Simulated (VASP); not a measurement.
# Zr12O (a cell with a defect) in VASP: notebook

Zr12O (a cell with a defect) is run at these levels: PBE+D3(BJ); tasks: single point, molecular dynamics.

Program: VASP 6.6.1. These are calculated values, not measurements. Logs are shortened: lines on timing, memory, paths and dates and some standing lists are left out, and cuts for length are marked.

### Step 1. The cell of the first run

The cell holds a defect, 13 atoms: a = 6.460 Å, b = 9.690 Å, c = 5.145 Å, α = 90.00°, β = 90.00°, γ = 120.00°.

### Step 2. Single point, PBE+D3(BJ)

INCAR

```
  PREC = Accurate
  ENCUT = 520
  EDIFF = 1E-7
  ISMEAR = -1
  SIGMA = 0.15
  LREAL = False
  LASPH = True
  NELM = 60
  ALGO = Normal
  ISIF = 2
  LWAVE = False
  LCHARG = False
  GGA = PE
  IVDW = 12
  NBANDS = 87
```

KPOINTS

```
regular mesh
0
Gamma
  3 2 3
```

POSCAR

```
Zr12O
1.0
    6.4600000000      0.0000000000      0.0000000000
   -4.8450000000      8.3917860000      0.0000000000
    0.0000000000      0.0000000000      5.1453900000
Zr O
12 1
Direct
    0.0400897542      0.0136800438      0.0059859408
    0.2116848142      0.2336808875      0.5105929774
    0.0295102293      0.3362097175     -0.0082015163
    0.1977869164      0.5738706874      0.5292310204
    0.0166725373      0.6782465616      0.0018851827
    0.1749098610      0.8932544276      0.4938595519
    0.5161862924      0.0101885344     -0.0256151623
    0.6824825587      0.2249819049      0.5130417714
    0.5248657081      0.3502234209      0.0395499661
    0.6903924138      0.5601310615      0.5279288839
    0.5109118130      0.6828462976      0.0184825640
    0.6963282257      0.9042890274      0.5066476982
    0.8744196987      0.1269455632      0.2348898723
```

Potentials or basis: VASP PAW PBE potentials, release 64 (Zr_sv, O).

The run is started by

```console
cat potpaw_PBE.64/Zr_sv/POTCAR potpaw_PBE.64/O/POTCAR > POTCAR
mpirun -np 1 vasp_std > vasp.out
```

OUTCAR:

```text
PREC = Accurate
   ENCUT = 520
   EDIFF = 1E-7
   ISMEAR = -1
   LREAL = False
   LASPH = True
   NELM = 60
   ISIF = 2
   GGA = PE
   IVDW = 12
 IVDW          = 12

 ion  position               nearest neighbor table
   1  0.040  0.014  0.006-  13 2.22   6 3.07   7 3.10   2 3.15   3 3.16   6 3.17   5 3.18   2 3.19
                             9 3.20  12 3.21  12 3.22  11 3.32   7 3.37
   2  0.212  0.234  0.511-  13 2.36   9 2.99   8 3.08   3 3.11  10 3.13   1 3.15   1 3.19   6 3.19
                             9 3.24  12 3.26   3 3.27   4 3.34   8 3.38
   3  0.030  0.336  0.992-  13 2.16   4 3.11   2 3.11   8 3.14   9 3.14   1 3.16   7 3.24  11 3.24
                             2 3.27   8 3.31   9 3.34   5 3.36   4 3.41
   4  0.198  0.574  0.529-  11 3.07   5 3.08   3 3.11  11 3.16   6 3.18  10 3.21  12 3.21  10 3.25
                             5 3.31   2 3.34   8 3.36   3 3.41
   5  0.017  0.678  0.002-  10 3.05   4 3.08   6 3.11  11 3.17   6 3.18   1 3.18   9 3.18   7 3.22
                            10 3.27  11 3.29   4 3.31   3 3.36
   6  0.175  0.893  0.494-   1 3.07   5 3.11   7 3.12  12 3.15   1 3.17   5 3.18   4 3.18  10 3.18
                             2 3.19   8 3.25   7 3.28  12 3.32
   7  0.516  0.010  0.974-  13 2.41   8 2.98  12 3.06   1 3.10   6 3.12  11 3.16   5 3.22   3 3.24
                             9 3.28   6 3.28   8 3.31  12 3.33   1 3.37
   8  0.682  0.225  0.513-  13 2.38   7 2.98   2 3.08   9 3.11   3 3.14  12 3.15  10 3.22   6 3.25
                             7 3.31   3 3.31   9 3.33   4 3.36   2 3.38
   9  0.525  0.350  0.040-   2 2.99  10 3.07   8 3.11   3 3.14  10 3.17   5 3.18   1 3.20   2 3.24
                            11 3.27   7 3.28   8 3.33   3 3.34
  10  0.690  0.560  0.528-   5 3.05   9 3.07   2 3.13   9 3.17   6 3.18   4 3.21   8 3.22  11 3.24
                             4 3.25   5 3.27  12 3.32  11 3.32
  11  0.511  0.683  0.018-   4 3.07  12 3.13   4 3.16   7 3.16   5 3.17  12 3.23  10 3.24   3 3.24
                             9 3.27   5 3.29  10 3.32   1 3.32
  12  0.696  0.904  0.507-  13 2.33   7 3.06  11 3.13   6 3.15   8 3.15   1 3.21   4 3.21   1 3.22
                            11 3.23   2 3.26   6 3.32  10 3.32   7 3.33
  13  0.874  0.127  0.235-   3 2.16   1 2.22  12 2.33   2 2.36   8 2.38   7 2.41

  LATTYP: Found a simple monoclinic cell.
 ALAT       =     6.4600000000
 B/A-ratio  =     0.7965000000
 C/A-ratio  =     1.3228756308
 COS(beta)  =    -0.1889822400

  Lattice vectors:

 A1 = (   6.4600000000,   0.0000000000,   0.0000000000)
 A2 = (   0.0000000000,   0.0000000000,   5.1453900000)
 A3 = (  -1.6150000000,  -8.3917860000,   0.0000000000)

Analysis of symmetry for initial positions (statically):
=====================================================================
 Subroutine PRICEL returns:
 Original cell was already a primitive cell.

 Routine SETGRP: Setting up the symmetry group for a
 simple monoclinic supercell.

 Subroutine GETGRP returns: Found  1 space group operations
 (whereof  1 operations were pure point group operations)
 out of a pool of  4 trial point group operations.

The static configuration has the point symmetry C_1 .

Analysis of symmetry for dynamics (positions and initial velocities):
=====================================================================
 Subroutine PRICEL returns:
 Original cell was already a primitive cell.

 Routine SETGRP: Setting up the symmetry group for a
 simple monoclinic supercell.

 Subroutine GETGRP returns: Found  1 space group operations
 (whereof  1 operations were pure point group operations)
 out of a pool of  4 trial point group operations.

The dynamic configuration has the point symmetry C_1 .

 Subroutine INISYM returns: Found  1 space group operations
 (whereof  1 operations are pure point group operations),
 and found     1 'primitive' translations

----------------------------------------------------------------------------------------

                                     Primitive cell

  volume of cell :     278.9364

  direct lattice vectors                    reciprocal lattice vectors
     6.460000000  0.000000000  0.000000000     0.154798762  0.089373108  0.000000000
    -4.845000000  8.391786000  0.000000000     0.000000000  0.119164145  0.000000000
     0.000000000  0.000000000  5.145390000     0.000000000  0.000000000  0.194348728

  length of vectors
     6.460000000  9.689999859  5.145390000     0.178746214  0.119164145  0.194348728

  position of ions in fractional coordinates (direct lattice)
     0.040089754  0.013680044  0.005985941
[... 67 lines left out ...]
 -----------------------------------------------------------------------------

 Subroutine IBZKPT returns following result:
 ===========================================

 Found     10 irreducible k-points:

 Following reciprocal coordinates:
            Coordinates               Weight
  0.000000  0.000000  0.000000      1.000000
  0.333333  0.000000  0.000000      2.000000
  0.000000  0.500000  0.000000      1.000000
  0.333333  0.500000  0.000000      2.000000
  0.000000  0.000000  0.333333      2.000000
  0.333333  0.000000  0.333333      2.000000
 -0.333333  0.000000  0.333333      2.000000
  0.000000  0.500000  0.333333      2.000000
  0.333333  0.500000  0.333333      2.000000
 -0.333333  0.500000  0.333333      2.000000
   k-points           NKPTS =     10   k-points in BZ     NKDIM =     10   number of bands    NBANDS=     87
   number of dos      NEDOS =    301   number of ions     NIONS =     13
   total plane-waves  NPLWV = 138240
   dimension x,y,z NGX =    48 NGY =   72 NGZ =   40
   dimension x,y,z NGXF=    96 NGYF=  144 NGZF=   80
   ions per type =              12   1
   NGX,Y,Z   is equivalent  to a cutoff of  12.35, 12.35, 12.92 a.u.
   NGXF,Y,Z  is equivalent  to a cutoff of  24.71, 24.71, 25.85 a.u.
 SYSTEM =  unknown system
   PREC   = accura    normal or accurate (medium, high low for compatibility)
   ISTART =      0    job   : 0-new  1-cont  2-samecut
   ICHARG =      2    charge: 1-file 2-atom 10-const
   ISPIN  =      1    spin polarized calculation?
   LNONCOLLINEAR =      F non collinear calculations
   LSORBIT =      F    spin-orbit coupling
   LASPH  =      T    aspherical Exc in radial PAW
   ENCUT  =  520.0 eV  38.22 Ry    6.18 a.u.  12.01 18.02  9.57*2*pi/ulx,y,z
   NELM   =     60;   NELMIN=  2; NELMDL= -5     # of ELM steps
   EDIFF  = 0.1E-06   stopping-criterion for ELM
   LREAL  =      F    real-space projection
   EDIFFG = 0.1E-05   stopping-criterion for IOM
   NSW    =      0    number of steps for IOM
   IBRION =     -1    ionic relax: 0-MD 1-quasi-New 2-CG
   NFREE  =      0    steps in history (QN), initial steepest desc. (CG)
   ISIF   =      2    stress and relaxation
   ISYM   =      2    0-nonsym 1-usesym 2-fastsym
   POTIM  = 0.5000    time-step for ionic-motion
   TEBEG  =    0.0;   TEEND  =   0.0 temperature during run
   PSTRESS=    0.0 pullay stress
   NELECT =     150.0000    total number of electrons
   NUPDOWN=      -1.0000    fix difference up-down
   EMIN   =  10.00;   EMAX   =-10.00  energy-range for DOS
   EFERMI =   0.00;   METHOD = LEGACY
   ISMEAR =    -1;   SIGMA  =   0.15  broadening in eV -4-tet -1-fermi 0-gaus
   EFERMI_NEDOS =   21; number of points for ismear=-14 and -15
   IALGO  =     38    algorithm
   IMIX   =      4    mixing-type and parameters
     AMIX     =   0.40;   BMIX     =  1.00
     AMIX_MAG =   1.60;   BMIX_MAG =  1.00
  volume/ion in A,a.u.               =      21.46       144.80
  Fermi-wavevector in a.u.,A,eV,Ry     =   1.331282  2.515759 24.113779  1.772313
  Thomas-Fermi vector in A             =   2.460305
   LORBIT       =      0    0 simple, 1 ext, 2 COOP (PROOUT), +10 PAW based schemes
   GGA     = PE    functional components
   LHFCALC =     F    Hartree Fock is set to
   AEXX    =    0.0000 exact exchange contribution
   IVDW    =    12    specifies the selected vdW correction
   LEPSILON=     F    determine dielectric tensor
   LRPA    =     F    only Hartree local field effects (RPA)
 non-spin polarized calculation
  energy-cutoff  :      520.00
  volume of cell :      278.94
 maximum number of plane-waves:      7545
   NGX = 25   NGY = 37   NGZ = 19

 number of electron     150.0000001 magnetization

 Free energy of the ion-electron system (eV)
  ---------------------------------------------------
  ext. energy  EPLUGINS =         0.00000000
  ---------------------------------------------------
  free energy    TOTEN  =      -112.49535962 eV

  energy without entropy =     -111.40783879  energy(sigma->0) =     -111.95159921

 E-fermi :   9.1823     XC(G=0): -11.2194

 val. band max:        9.1806681272   @ k =   0.3333   0.0000   0.0000
 cond. band min:       9.2238963024   @ k =   0.0000   0.5000   0.3333
 fundamental gap:      0.0432281752
 Fermi energy:         9.1822983657

 k-point     1 :       0.0000    0.0000    0.0000
  band No.  band energies     occupation
      1     -39.6444      2.00000
      2     -39.5801      2.00000
      3     -39.5278      2.00000
      4     -39.4973      2.00000
      5     -39.4911      2.00000
      6     -39.4793      2.00000
[... 889 lines left out ...]
     86      10.3005      0.00116
     87      10.4014      0.00059

------------------------ aborting loop because EDIFF is reached ----------------------------------------

 Edisp (eV)   -6.60123

 E8    (eV) :    -3.3556

  FORCE on cell =-STRESS in cart. coord.  units (eV):
  Direction    XX          YY          ZZ          XY          YZ          ZX
  --------------------------------------------------------------------------------------
  -------------------------------------------------------------------------------------
  Total      -3.83079    -1.85424    -1.88376    -0.20766    -0.55162    -0.46252
  in kB     -22.00358   -10.65051   -10.82012    -1.19275    -3.16845    -2.65667
  external pressure =      -14.49 kB  Pullay stress =        0.00 kB

 VOLUME and BASIS-vectors are now :
 -----------------------------------------------------------------------------
  energy-cutoff  :      520.00
  volume of cell :      278.94
      direct lattice vectors                 reciprocal lattice vectors
     6.460000000  0.000000000  0.000000000     0.154798762  0.089373108  0.000000000
    -4.845000000  8.391786000  0.000000000     0.000000000  0.119164145  0.000000000
     0.000000000  0.000000000  5.145390000     0.000000000  0.000000000  0.194348728

 POSITION                                       TOTAL-FORCE (eV/Angst)
 -----------------------------------------------------------------------------------
      0.19270      0.11480      0.03080        -0.613552     -0.164805     -0.487853
      0.23530      1.96100      2.62720        -0.956286     -0.266212      0.263894
     -1.43830      2.82140      5.10319        -0.401307      0.520923      0.153610
     -1.50270      4.81580      2.72310        -0.053782     -0.324470     -0.593850
     -3.17840      5.69170      0.00970        -0.031996     -0.101932      0.303824
     -3.19790      7.49600      2.54110         0.594266     -0.120175      0.001692
      3.28520      0.08550      5.01359         0.640630     -0.066834      0.797759
      3.31880      1.88800      2.63980         0.659089      0.406858     -0.336986
      1.69380      2.93900      0.20350         0.464013      0.129034     -0.939415
      1.74610      4.70050      2.71640        -0.302544      0.310255      0.197512
     -0.00790      5.73030      0.09510         0.618920     -0.118247      0.050902
      0.11700      7.58860      2.60690         0.170808      0.085028     -0.243408
      5.03370      1.06530      1.20860        -0.788257     -0.289424      0.832318
 -----------------------------------------------------------------------------------
    total drift:                                0.000182     -0.000182      0.000187

  FREE ENERGIE OF THE ION-ELECTRON SYSTEM (eV)
  ---------------------------------------------------
  free  energy   TOTEN  =      -119.0965885150 eV

  energy  without entropy=     -118.0090676879  energy(sigma->0) =     -118.55282810
```

Run time: 10 min. Hardware: 1 thread of Intel Xeon Platinum 8259CL at 2.50GHz (Skylake/Cascade Lake), shared host; peak memory 0.44 GiB.

Results:

| Property | Result |
| --- | --- |
| Free energy | -119.0966 eV |
| Pressure | -1.4 GPa |
| Largest force | 1.182 eV/Å |
| Band gap on the k mesh | zero (bands 75 and 76 overlap by 0.40 eV) |
| Dispersion energy per atom | -0.508 eV |

Forces on the atoms (eV/Å):
```
Zr  -0.614 -0.165 -0.488
Zr  -0.956 -0.266  0.264
Zr  -0.401  0.521  0.154
Zr  -0.054 -0.324 -0.594
Zr  -0.032 -0.102  0.304
Zr   0.594 -0.120  0.002
Zr   0.641 -0.067  0.798
Zr   0.659  0.407 -0.337
Zr   0.464  0.129 -0.939
Zr  -0.303  0.310  0.198
Zr   0.619 -0.118  0.051
Zr   0.171  0.085 -0.243
O   -0.788 -0.289  0.832
```

Levels at points of the mesh, in eV from the Fermi level:
| k point | band 72 | band 73 | band 74 | band 75 | band 76 | band 77 | band 78 | band 79 |
| --- | --- | --- | --- | --- | --- | --- | --- | --- |
| (0.00, 0.00, 0.00) | -0.43 | -0.27 | 0.23 | 0.38 | 0.54 | 0.67 | 0.78 | 0.80 |
| (0.00, 0.50, 0.00) | -0.18 | -0.09 | 0.07 | 0.14 | 0.21 | 0.36 | 0.57 | 0.68 |

Caveat: the k points lie up to 0.41 Å⁻¹ apart; the atoms stand as in a frame of molecular dynamics.

### Step 3. Single point, PBE+D3(BJ)

INCAR

```
SYSTEM = Zr12O
  PREC = Accurate
  ENCUT = 520
  EDIFF = 1E-6
  ISMEAR = -1
  SIGMA = 0.15
  LREAL = .False.
  LASPH = .True.
  NELM = 100
  ALGO = Normal
  ISIF = 2
  LWAVE = .False.
  LCHARG = .False.
  GGA = PE
  IVDW = 12
  NBANDS = 87
```

KPOINTS

```
regular mesh
0
Gamma
  3 2 3
  0 0 0
```

POSCAR

```
Zr12O
1.0
    6.4600000000      0.0000000000      0.0000000000
   -4.8450000000      8.3917860000      0.0000000000
    0.0000000000      0.0000000000      5.1453900000
Zr O
12 1
Direct
    0.0516753062      0.0352368375      0.0443115099
    0.2051167664      0.2468842747      0.5435739565
    0.0259454830      0.3465650816      0.0051308064
    0.2108625886      0.5769808715      0.5305720266
    0.0199522450      0.6874698664      0.0008162647
    0.1698993425      0.8936119200      0.4950645141
    0.5030180937     -0.0040873302     -0.0063357685
    0.7118342988      0.2444890754      0.5228952519
    0.5149257398      0.3629144023      0.0225250175
    0.6767139783      0.5608817956      0.5317575538
    0.5343932164      0.6875294484     -0.0074046865
    0.7223019565      0.9026564786      0.5143633427
    0.8207268487      0.1263974081      0.2340930425
```

Potentials or basis: VASP PAW PBE potentials, release 64 (Zr_sv, O).

The run is started by

```console
cat potpaw_PBE.64/Zr_sv/POTCAR potpaw_PBE.64/O/POTCAR > POTCAR
mpirun -np 1 vasp_std > vasp.out
```

Run time: 6.7 min. Hardware: 1 thread of Intel Xeon Platinum 8259CL at 2.50GHz (Skylake/Cascade Lake), shared host; peak memory 0.43 GiB.

It converged, with:

| Property | Result |
| --- | --- |
| Free energy | -118.6629 eV |
| Pressure | -0.6 GPa |
| Largest force | 1.345 eV/Å |
| Band gap on the k mesh | zero (bands 75 and 76 overlap by 0.45 eV) |
| Dispersion energy per atom | -0.508 eV |

Forces on the atoms (eV/Å):
```
Zr  -0.377 -0.298 -1.005
Zr   0.002 -0.646 -0.693
Zr  -0.492  0.385  0.565
Zr  -0.634  0.203 -0.831
Zr  -0.177 -0.553  0.144
Zr   0.684  0.132  0.705
Zr   0.504  0.734 -0.328
Zr  -0.893 -0.303  0.051
Zr   0.671 -0.438  0.304
Zr   0.706  0.305 -0.669
Zr  -0.091  0.190  0.982
Zr  -0.910  0.343 -0.111
O    1.008 -0.053  0.889
```

Stress tensor (GPa, compression positive):
```
-1.25  0.48 -0.31
 0.48 -0.92 -0.11
-0.31 -0.11  0.31
```

Levels at points of the mesh, in eV from the Fermi level:
| k point | band 70 | band 71 | band 72 | band 73 | band 74 | band 75 | band 76 | band 77 | band 78 | band 79 |
| --- | --- | --- | --- | --- | --- | --- | --- | --- | --- | --- |
| (0.00, 0.00, 0.00) | -0.73 | -0.53 | -0.39 | -0.21 | 0.13 | 0.41 | 0.56 | 0.58 | 0.61 | 0.67 |
| (0.00, 0.50, 0.00) | -0.61 | -0.26 | -0.20 | -0.06 | 0.06 | 0.15 | 0.21 | 0.39 | 0.52 | 0.67 |

Caveat: the k points lie up to 0.41 Å⁻¹ apart; the atoms stand as in a frame of molecular dynamics.

(Part 1 of 2 ends here.)

The gap in the log of VASP goes by the Fermi energy; the results here count the filled bands.